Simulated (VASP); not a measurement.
# SiO2 (P4_2/mnm) in VASP: further runs, part 2 of 2

VASP 6.6.1. Earlier steps stand in the parts before.

## Step 4: Single point, LDA

This run uses another cell than the first one, of 8.14 Å³/atom.

Contents of INCAR:

```
SYSTEM = SiO2
  PREC = Accurate
  ENCUT = 520
  EDIFF = 1E-7
  ISMEAR = 0
  SIGMA = 0.01
  LREAL = .FALSE.
  LASPH = .TRUE.
  NELM = 60
  ALGO = Normal
  ISIF = 2
  LWAVE = .FALSE.
  LCHARG = .FALSE.
  GGA = CA
  NBANDS = 25
```

Contents of KPOINTS:

```
regular mesh
0
G
  6 6 8
  0 0 0
```

Contents of POSCAR:

```
SiO2
1.0
    4.2457925013      0.0000000000      0.0000000000
    0.0000000000      4.2457925013      0.0000000000
    0.0000000000      0.0000000000      2.7088995702
Si O
2 4
Direct
    0.0000000000      0.0000000000      0.0000000000
    0.5000000000      0.5000000000      0.5000000000
    0.3059000000      0.3059000000      0.0000000000
    0.1941000000      0.8059000000      0.5000000000
    0.6941000000      0.6941000000      0.0000000000
    0.8059000000      0.1941000000      0.5000000000
```

The run is started by

```bash
> cat potpaw_LDA.64/Si/POTCAR potpaw_LDA.64/O/POTCAR > POTCAR
> mpirun -np 1 vasp_std > vasp.out
```

Run time: 51 s. Hardware: 1 thread of Intel Xeon 8259CL, shared host; peak memory 0.16 GiB.

It converged, with:

| Property | Result |
| --- | --- |
| Free energy | -51.8264 eV |
| Pressure | -16.9 GPa |
| Largest force | 0.314 eV/Å |
| Band gap on the k mesh | 4.77 eV |

Forces in eV/Å, atoms in the order of the input:
```
Si   0.000  0.000  0.000
Si   0.000  0.000  0.000
O    0.222  0.222  0.000
O   -0.222  0.222  0.000
O   -0.222 -0.222  0.000
O    0.222 -0.222  0.000
```

Stress tensor (GPa, compression positive):
```
-16.38   0.00   0.00
  0.00 -16.38   0.00
  0.00   0.00 -17.88
```

Levels at points of the mesh, in eV from the valence-band top:
| k point | band 12 | band 13 | band 14 | band 15 | band 16 | band 17 | band 18 | band 19 | band 20 | band 21 |
| --- | --- | --- | --- | --- | --- | --- | --- | --- | --- | --- |
| (0.00, 0.00, 0.00) | -3.05 | -2.50 | -0.87 | -0.87 | 0.00 | 4.77 | 6.25 | 7.92 | 7.92 | 10.55 |
| (0.50, 0.00, 0.00) | -3.74 | -2.63 | -2.63 | -1.04 | -1.04 | 6.98 | 6.98 | 8.50 | 8.50 | 10.47 |
| (0.50, 0.50, 0.00) | -3.17 | -2.62 | -2.62 | -2.17 | -2.17 | 6.71 | 6.71 | 9.41 | 9.41 | 12.38 |
| (0.00, 0.00, 0.50) | -4.55 | -2.94 | -2.94 | -2.56 | -2.56 | 8.25 | 8.25 | 11.91 | 11.91 | 11.96 |
| (0.50, 0.00, 0.50) | -3.87 | -2.22 | -2.22 | -1.68 | -1.68 | 8.05 | 8.05 | 9.16 | 9.16 | 11.75 |
| (0.50, 0.50, 0.50) | -4.42 | -1.71 | -1.71 | -1.47 | -1.47 | 6.44 | 6.44 | 10.38 | 10.38 | 11.17 |

Caveat: the cell stands under tension.

## Step 5: Single point, LDA

This run uses another cell than the first one, of 8.33 Å³/atom.

Contents of INCAR:

```
ALGO = Normal ; EDIFF = 1E-7
ENCUT = 520 ; ISIF = 2
ISMEAR = 0 ; LASPH = T
LCHARG = F ; LREAL = F
LWAVE = F ; NBANDS = 25
NELM = 100 ; PREC = Accurate
SIGMA = 0.01
```

Contents of KPOINTS:

```
k-points
0
Gamma
  6 6 8
```

POSCAR, as its differences from that of step 4:

```diff
@@ -2,5 +2,5 @@
 1.0
-    4.2457925013      0.0000000000      0.0000000000
-    0.0000000000      4.2457925013      0.0000000000
-    0.0000000000      0.0000000000      2.7088995702
+    4.2792253149      0.0000000000      0.0000000000
+    0.0000000000      4.2792253149      0.0000000000
+    0.0000000000      0.0000000000      2.7302303663
 Si O
```

The run is started by

```bash
> cat potpaw_LDA.64/Si/POTCAR potpaw_LDA.64/O/POTCAR > POTCAR
> mpirun -np 1 vasp_std > vasp.out
```

It took 58 s on 1 thread of Intel Xeon 8259CL, shared host; peak memory 0.17 GiB.

It converged, with:

- Free energy: -51.6846 eV
- Pressure: -22.7 GPa
- Largest force: 0.450 eV/Å
- Band gap on the k mesh: 4.37 eV

Forces in eV/Å, atoms in the order of the input:
```
Si   0.000  0.000  0.000
Si   0.000  0.000  0.000
O    0.318  0.318  0.000
O   -0.318  0.318  0.000
O   -0.318 -0.318  0.000
O    0.318 -0.318  0.000
```

Stress tensor (GPa, compression positive):
```
-21.77   0.00   0.00
  0.00 -21.77   0.00
  0.00   0.00 -24.67
```

Levels at points of the mesh, in eV from the valence-band top:
```csv
k point,band 12,band 13,band 14,band 15,band 16,band 17,band 18,band 19,band 20,band 21
"(0.00, 0.00, 0.00)",-2.98,-2.48,-0.86,-0.86,0.00,4.37,6.15,7.72,7.72,10.47
"(0.50, 0.00, 0.00)",-3.65,-2.58,-2.58,-1.01,-1.01,6.67,6.67,8.33,8.33,10.31
"(0.50, 0.50, 0.00)",-3.10,-2.57,-2.57,-2.10,-2.10,6.43,6.43,9.20,9.20,12.11
"(0.00, 0.00, 0.50)",-4.47,-2.84,-2.84,-2.48,-2.48,7.94,7.94,11.68,11.68,11.68
"(0.50, 0.00, 0.50)",-3.77,-2.17,-2.17,-1.63,-1.63,7.79,7.79,8.91,8.91,11.67
"(0.50, 0.50, 0.50)",-4.34,-1.67,-1.67,-1.43,-1.43,6.16,6.16,10.20,10.20,11.05
```

Caveat: the cell stands under tension. A k mesh can miss the band edges.

## Step 6: Single point, LDA

This run uses another cell than the first one, of 8.53 Å³/atom.

Contents of INCAR:

```
SYSTEM = SiO2
  ALGO = Normal
  EDIFF = 1E-7
  ENCUT = 520
  ISIF = 2
  ISMEAR = 0
  LASPH = .True.
  LCHARG = .False.
  LREAL = .False.
  LWAVE = .False.
  NBANDS = 25
  NELM = 60
  PREC = Accurate
  SIGMA = 0.01
```

Contents of KPOINTS:

```
k-points
0
Gamma
  6 6 8
  0 0 0
```

POSCAR, as its differences from that of step 5:

```diff
@@ -2,5 +2,5 @@
 1.0
-    4.2792253149      0.0000000000      0.0000000000
-    0.0000000000      4.2792253149      0.0000000000
-    0.0000000000      0.0000000000      2.7302303663
+    4.3121437263      0.0000000000      0.0000000000
+    0.0000000000      4.3121437263      0.0000000000
+    0.0000000000      0.0000000000      2.7512329637
 Si O
```

Potentials or basis: VASP PAW LDA potentials, release 64 (Si, O).

The run is started by

```bash
> cat potpaw_LDA.64/Si/POTCAR potpaw_LDA.64/O/POTCAR > POTCAR
> mpirun -np 1 vasp_std > vasp.out
```

Run time: 61 s. Hardware: 1 thread of Intel Xeon 8259CL, shared host; peak memory 0.17 GiB.

Results (log left out):

| Property | Result |
| --- | --- |
| Free energy | -51.5028 eV |
| Pressure | -27.9 GPa |
| Largest force | 0.575 eV/Å |
| Band gap on the k mesh | 3.99 eV |

Forces in eV/Å, atoms in the order of the input:
```
Si   0.000  0.000  0.000
Si   0.000  0.000  0.000
O    0.407  0.407  0.000
O   -0.407  0.407  0.000
O   -0.407 -0.407  0.000
O    0.407 -0.407  0.000
```

Stress tensor (GPa, compression positive):
```
-26.49   0.00   0.00
  0.00 -26.49   0.00
  0.00   0.00 -30.64
```

Levels at points of the mesh, in eV from the valence-band top:
```csv
k point,band 12,band 13,band 14,band 15,band 16,band 17,band 18,band 19,band 20,band 21
"(0.00, 0.00, 0.00)",-2.92,-2.46,-0.85,-0.85,0.00,3.99,6.04,7.53,7.53,10.40
"(0.50, 0.00, 0.00)",-3.55,-2.54,-2.54,-0.99,-0.99,6.37,6.37,8.16,8.16,10.15
"(0.50, 0.50, 0.00)",-3.04,-2.52,-2.52,-2.03,-2.03,6.16,6.16,8.99,8.99,11.84
"(0.00, 0.00, 0.50)",-4.39,-2.74,-2.74,-2.40,-2.40,7.64,7.64,11.42,11.42,11.46
"(0.50, 0.00, 0.50)",-3.67,-2.12,-2.12,-1.58,-1.58,7.53,7.53,8.66,8.66,11.60
"(0.50, 0.50, 0.50)",-4.27,-1.63,-1.63,-1.38,-1.38,5.90,5.90,10.02,10.02,10.93
```

Caveat: the cell stands under tension. A k mesh can miss the band edges.

## Step 7: Summary

```csv
cell,gap on the mesh (eV),pressure (GPa),largest force (eV/Å)
"a = 4.177, b = 4.177, c = 2.665 Å, 6 atoms",5.62,-2.6,-
"a = 4.212, b = 4.212, c = 2.687 Å, 6 atoms",5.18,-10.2,0.17
"a = 4.246, b = 4.246, c = 2.709 Å, 6 atoms",4.77,-16.9,0.31
"a = 4.279, b = 4.279, c = 2.730 Å, 6 atoms",4.37,-22.7,0.45
"a = 4.312, b = 4.312, c = 2.751 Å, 6 atoms",3.99,-27.9,0.58
```

Alike in all rows: task single point; level LDA; potentials or basis VASP PAW LDA potentials, release 64 (Si, O); no spin polarisation; k mesh 6 × 6 × 8; cutoff (eV) 520; smearing gaussian 0.01 eV.

Caveats: the cell stands under tension (at least some runs).

Absolute energies hang on the potentials; compare differences alone.
